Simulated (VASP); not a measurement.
A run of VASP 6.6.1 is set up as follows.

Contents of POSCAR:

```
SiGe
1.0
    4.0996738635      0.0000000000      0.0000000000
   -2.0498369318      3.5504217130      0.0000000000
    0.0000000000      0.0000000000      6.4507830000
Si Ge
2 2
Direct
    0.6666666667      0.3333333333      0.8746070000
    0.3333333333      0.6666666667      0.3746070000
    0.6666666667      0.3333333333      0.5003920000
    0.3333333333      0.6666666667      0.0003920000
```

File INCAR.step1:

```
SYSTEM = SiGe
ALGO     = Normal         ! electronic algorithm
EDIFF    = 1E-4           ! SCF threshold, eV
ENCUT    = 520            ! plane-wave cutoff, eV
GGA      = PE             ! functional
ISMEAR   = 0              ! smearing method
LASPH    = .TRUE.         ! aspherical terms in the spheres
LCHARG   = .FALSE.        ! write CHGCAR
LREAL    = .FALSE.        ! projectors in reciprocal space
LWAVE    = .TRUE.         ! write WAVECAR
NBANDS   = 26             ! bands
NELM     = 60             ! most SCF steps
PREC     = Accurate       ! precision mode
SIGMA    = 0.05           ! smearing width, eV
```

The input INCAR.step2:

```
SYSTEM = SiGe
ALGO     = Normal         ! electronic algorithm
EDIFF    = 1E-7           ! SCF threshold, eV
ENCUT    = 520            ! plane-wave cutoff, eV
ISIF     = 2              ! what is computed and relaxed
ISMEAR   = 0              ! smearing method
ISTART   = 1            
LASPH    = .TRUE.         ! aspherical terms in the spheres
LCHARG   = .FALSE.        ! write CHGCAR
LMIXTAU  = .TRUE.       
LREAL    = .FALSE.        ! projectors in reciprocal space
LWAVE    = .FALSE.        ! write WAVECAR
METAGGA  = R2SCAN         ! meta-GGA
NBANDS   = 26             ! bands
NELM     = 60             ! most SCF steps
PREC     = Accurate       ! precision mode
SIGMA    = 0.05           ! smearing width, eV
```

File KPOINTS:

```
k-points
0
G
  12 12 4
  0 0 0
```

Potentials or basis: VASP PAW PBE potentials, release 64 (Si, Ge_d).

Run with:

```console
$ cat potpaw_PBE.64/Si/POTCAR potpaw_PBE.64/Ge_d/POTCAR > POTCAR
$ cp INCAR.step1 INCAR
$ mpirun -np 1 vasp_std > vasp.out
$ cp INCAR.step2 INCAR
$ mpirun -np 1 vasp_std > vasp.out
```

**Question.** Predict the pressure.

**Answer.** -6.3 GPa.

**Question.** Estimate the largest force.

**Answer.** 0.370 eV/Å.

**Question.** Predict the band gap on the k mesh.

**Answer.** Zero (filled and empty bands touch).

Stress tensor (GPa, compression positive):
```
-9.11  0.00  0.00
 0.00 -9.11  0.00
 0.00  0.00 -0.72
```

Caveat: the cell differs from its parent crystal (strain +0.050 along x and y, +0.000 along z); the cell stands under tension; semilocal functionals underestimate gaps, so a narrow gap can read as zero; the PAW data sets were made with another functional, which shifts forces and pressure a little.
